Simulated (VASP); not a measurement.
## As3Pt: relaxation of cell and atoms with r2SCAN

The system is As3Pt.

```
As Pt
1.0
     4.23304    0.00000    0.00000
     0.00000    4.23304    0.00000
     0.00000    0.00000    4.23304
As Pt
3 1
Direct
  0.00000 0.50000 0.50000
  0.50000 0.00000 0.50000
  0.50000 0.50000 0.00000
  0.00000 0.00000 0.00000
```

```json
{
 "Program": "VASP 6.6.1",
 "Task": "relaxation of cell and atoms",
 "Functional": "r2SCAN",
 "Potentials or basis": "VASP PAW PBE potentials, release 64 (As, Pt)",
 "Cutoff": "600 eV",
 "k mesh": "4 × 4 × 4",
 "Occupations": "gaussian, width 0.1 eV",
 "Spin": "no spin polarisation",
 "Dipole correction": "no",
 "Further INCAR settings": "ALGO = Normal; EDIFF = 1e-06; IBRION = 2; EDIFFG = -0.04; NSW = 90; ISIF = 3"
}
```

| Quantity | Value |
| --- | --- |
| Relaxed volume | 17.58 Å³/atom |
| Relaxed cell | a = 4.127 Å, b = 4.127 Å, c = 4.127 Å, α = 90.00°, β = 90.00°, γ = 90.00° |
| Space group after relaxing (to 0.05 Å) | Pm-3m (No. 221) |
| Energy gained by relaxing | 36.9 meV/atom |
| Ionic steps | 3 |
| Pressure after relaxing | -0.1 GPa |

Step by step:
```
step  energy change (eV)  largest force (eV/Å)  pressure (GPa)  volume (Å³)
   1              0.0000                0.0000           -7.87        75.85
   2             -0.0398                0.0000            8.75        66.08
   3             -0.1475                0.0000           -0.07        70.31
```

Final structure:
```
CELL_PARAMETERS angstrom
4.12736 0.00000 0.00000
0.00000 4.12736 0.00000
0.00000 0.00000 4.12736
ATOMIC_POSITIONS crystal
As 0.00000 0.50000 0.50000
As 0.50000 0.00000 0.50000
As 0.50000 0.50000 0.00000
Pt 0.00000 0.00000 0.00000
```

Levels at points of the mesh, in eV from the Fermi level:
```csv
k point,band 10,band 11,band 12,band 13,band 14,band 15,band 16
"(0.00, 0.00, 0.00)",-2.88,-2.88,-1.37,0.16,0.16,0.16,3.02
"(0.50, 0.00, 0.00)",-2.69,-2.47,-1.39,-1.39,-1.39,1.51,3.30
"(0.50, 0.50, 0.00)",-2.47,-2.35,-1.77,-1.77,1.04,1.04,3.83
"(0.50, 0.50, 0.50)",-2.87,-2.37,-2.37,-2.37,4.21,4.21,4.25
```

It took 6.2 min on 1 thread of Intel Xeon 8259CL, with other jobs on the host, peak memory 0.24 GiB.

Caveat: the k points lie up to 0.38 Å⁻¹ apart in the final cell; the PAW data sets were made with another functional, which shifts forces and pressure a little; spin-orbit coupling is left out, which moves the levels of the heavy elements.
